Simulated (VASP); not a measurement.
K, 1 atom in the cell. It takes space group Pm-3m (No. 221, cubic). Conventional cell: a = 3.914 Å, b = 3.914 Å, c = 3.914 Å, α = 90.00°, β = 90.00°, γ = 90.00°. K (site symmetry m-3m) has 6 K at 3.91 Å within 5.1 Å. 

| Property | Result |
| --- | --- |
| Program | VASP 6.6.1 |
| Task | single point |
| Functional | PBE |
| Potentials or basis | VASP PAW PBE potentials, release 64 (K_sv) |
| Cutoff | 520 eV |
| k mesh | 10 × 10 × 10 |
| Occupations | fermi-dirac, width 0.05 eV |
| Spin | no spin polarisation |
| Dipole correction | no |
| Further INCAR settings | ALGO = Normal; EDIFF = 1e-07; NBANDS = 10 |

Potentials or basis: VASP PAW PBE potentials, release 64 (K_sv).

Run with:

```bash
$ cat potpaw_PBE.64/K_sv/POTCAR > POTCAR
$ mpirun -np 1 vasp_std > vasp.out
```

Hardware: 1 thread of Intel(R) Xeon(R) Platinum 8488C (Sapphire Rapids) (shared host).

**Question.** Estimate the wall time of this run.

**Answer.** It took 18 s on 1 thread of Intel(R) Xeon(R) Platinum 8488C (Sapphire Rapids), on a shared host, peak memory 0.18 GiB. Counts: scf iterations 13, k points 56.
